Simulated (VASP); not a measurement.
A run of VASP 6.6.1 is set up as follows.

File INCAR:

```
SYSTEM = BN
PREC     = Accurate       ! precision mode
ENCUT    = 520            ! plane-wave cutoff, eV
EDIFF    = 1E-6           ! SCF threshold, eV
ISMEAR   = 0              ! smearing method
SIGMA    = 0.05           ! smearing width, eV
LREAL    = .FALSE.        ! projectors in reciprocal space
LASPH    = .TRUE.         ! aspherical terms in the spheres
NELM     = 60             ! most SCF steps
ALGO     = Normal         ! electronic algorithm
ISIF     = 2              ! what is computed and relaxed
LWAVE    = .FALSE.        ! write WAVECAR
LCHARG   = .FALSE.        ! write CHGCAR
GGA      = PE             ! functional
NBANDS   = 36             ! bands
```

Contents of KPOINTS:

```
regular mesh
0
G
  10 10 2
  0 0 0
```

POSCAR

```
BN
1.0
   -2.5545800960      0.0000000000      0.0000000000
   -1.2772900480     -2.2123312592      0.0000000000
    0.0000000000      0.0000000000     12.3735436055
B N
6 6
Direct
    0.6666666667      0.6666666667      0.2346736627
    0.6666666667      0.6666666667      0.5760887553
    0.6666666667      0.6666666667      0.9175038478
    0.3333333333      0.3333333333      0.0639661165
    0.3333333333      0.3333333333      0.4053812090
    0.3333333333      0.3333333333      0.7467963016
    0.6666666667      0.6666666667      0.1067755713
    0.6666666667      0.6666666667      0.4481906639
    0.6666666667      0.6666666667      0.7896057564
    0.3333333333      0.3333333333      0.9603133027
    0.3333333333      0.3333333333      0.2774831176
    0.3333333333      0.3333333333      0.6188982101
```

Potentials or basis: VASP PAW PBE potentials, release 64 (B, N).

The run is started by

```sh
$ cat potpaw_PBE.64/B/POTCAR potpaw_PBE.64/N/POTCAR > POTCAR
$ mpirun -np 1 vasp_std > vasp.out
```

Task: Predict the largest force.

Result: 12.203 eV/Å.

Task: Predict the band gap on the k mesh.

Result: 4.89 eV, indirect (least direct gap 7.33 eV).

Task: What does it give for the pressure?

Result: 16.3 GPa.

Forces in eV/Å, atoms in the order of the input:
```
B     0.000   0.000  -0.253
B     0.000   0.000  -0.258
B     0.000   0.000  -1.839
B     0.000   0.000  11.441
B     0.000   0.000  -0.255
B     0.000   0.000  -0.289
N     0.000   0.000   2.588
N     0.000   0.000   0.256
N     0.000   0.000   0.289
N     0.000   0.000 -12.203
N     0.000   0.000   0.265
N     0.000   0.000   0.258
```

Caveat: forces of over 1 eV/Å act on the atoms, so gaps and moduli don't describe the material at rest. A hybrid or GW would open this gap; PBE tends to underestimate it.
